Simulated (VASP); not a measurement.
A run of VASP 6.6.1 is set up as follows.

INCAR

```
SYSTEM = Ni
  PREC = Accurate
  ENCUT = 520
  EDIFF = 1E-7
  ISMEAR = 0
  SIGMA = 0.05
  LREAL = .FALSE.
  LASPH = .TRUE.
  NELM = 150
  ALGO = Normal
  ISIF = 2
  LWAVE = .FALSE.
  LCHARG = .FALSE.
  ISPIN = 2
  MAGMOM = 1
  LORBIT = 11
  NUPDOWN = 1.0
  LMAXMIX = 4
  LDAU = .TRUE.
  LDAUTYPE = 2
  LDAUL = 2
  LDAUU = 5
  LDAUJ = 0
  LDAUPRINT = 1
  GGA = PE
  NBANDS = 15
```

Contents of KPOINTS:

```
regular mesh
0
G
  13 13 13
  0 0 0
```

The input POSCAR:

```
Ni
1.0
   -0.0043969350      1.8525497598      1.8525497598
    1.8525497598     -0.0043969350      1.8525497598
    1.8525497598      1.8525497598     -0.0043969350
Ni
1
Direct
    0.0000000000      0.0000000000      0.0000000000
```

Potentials or basis: VASP PAW PBE potentials, release 64 (Ni).

The run is started by

```sh
$ cat potpaw_PBE.64/Ni/POTCAR > POTCAR
$ mpirun -np 1 vasp_std > vasp.out
```

Task: Predict the pressure.

Result: -20.0 GPa.

Eigenvalues of the final occupation matrices:
```csv
site,spin,trace,eigenvalues
site 1 d,1,4.73,0.94 0.94 0.94 0.95 0.95
site 1 d,2,3.67,0.61 0.61 0.61 0.92 0.92
```

Caveat: the total moment is fixed, so each spin has its own Fermi level; the U is typed as a test and isn't derived for this compound. The state reached can hang on the start; a lower one may exist.
